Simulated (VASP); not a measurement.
# Ti: single point with PBE

The system is Ti.

```
Ti
1.0
     0.00000    2.19089    1.73781
     2.19089    0.00000    1.73781
     2.19089    2.19089    0.00000
Ti
1
Direct
  0.00000 0.00000 0.00000
```

This cell differs from its parent crystal: volume 16.683 Å^3 an atom, c/a of the conventional cell 0.7932.

```yaml
Program: VASP 6.6.1
Task: single point
Functional: PBE
Potentials_or_basis: VASP PAW PBE potentials, release 64 (Ti_sv)
Cutoff: 520 eV
k_mesh: 20 × 20 × 20
Occupations: gaussian, width 0.15 eV
Spin: no spin polarisation
Dipole_correction: no
Further_INCAR_settings: ALGO = Normal; EDIFF = 1e-06; NBANDS = 12
```

```
Pressure               : 3.9 GPa
Band gap on the k mesh : zero (band 6 reaches 9.58 eV, above the bottom of band 7 at 7.98 eV)
```

Stress tensor (GPa, compression positive):
```
3.20 0.00 0.00
0.00 3.20 0.00
0.00 0.00 5.36
```

Levels at points of the mesh, in eV from the Fermi level:
| k point | band 3 | band 4 | band 5 | band 6 | band 7 | band 8 | band 9 | band 10 |
| --- | --- | --- | --- | --- | --- | --- | --- | --- |
| (0.00, 0.00, 0.00) | -32.32 | -32.32 | -6.08 | 0.78 | 0.78 | 1.56 | 2.26 | 3.16 |
| (0.50, 0.00, 0.00) | -32.53 | -32.32 | -2.58 | -0.10 | 1.01 | 2.19 | 3.34 | 4.32 |
| (0.50, 0.50, 0.00) | -32.77 | -32.77 | -2.44 | -2.11 | 3.94 | 4.13 | 4.13 | 6.59 |
| (0.50, 0.00, 0.50) | -32.59 | -32.39 | -2.61 | -1.09 | 1.80 | 3.39 | 3.48 | 4.49 |

Wall time 61 s on 1 thread of Intel Xeon 6975P-C, on a shared host, peak memory 0.24 GiB.
